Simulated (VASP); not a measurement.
The system is Sn2TeSe.

```
CELL_PARAMETERS angstrom
4.38098 0.00000 0.00000
0.00000 4.38098 0.00000
0.00000 0.00000 6.22622
ATOMIC_POSITIONS crystal
Se 0.00000 0.00000 0.00000
Sn 0.00000 0.00000 0.50000
Sn 0.50000 0.50000 0.00000
Te 0.50000 0.50000 0.50000
```

Base run:

| Property | Result |
| --- | --- |
| Program | VASP 6.6.1 |
| Functional | PBE |
| Potentials or basis | VASP PAW PBE potentials, release 64 (Se, Sn_d, Te) |
| Cutoff | 520 eV |
| k mesh | 4 × 4 × 4 |
| Occupations | fermi-dirac, width 0.02 eV |
| Spin | no spin polarisation |

Its results: band gap on the k mesh 0.11 eV, direct; pressure 0.6 GPa.

Task: The run is repeated on the same cell with these changes: functional from PBE to HSE06; k mesh from 4 × 4 × 4 to 4 × 4 × 2. What comes out?

Result: Band gap on the k mesh 0.21 eV, direct; pressure -0.2 GPa.

Several settings changed at once, so the effect can't be laid on one alone.

Caveats: some runs use coarse meshes; spin-orbit coupling is left out, which moves the levels of the heavy elements; the PAW data sets were made with another functional, which shifts forces and pressure a little (some runs).

A k mesh can miss the band edges.
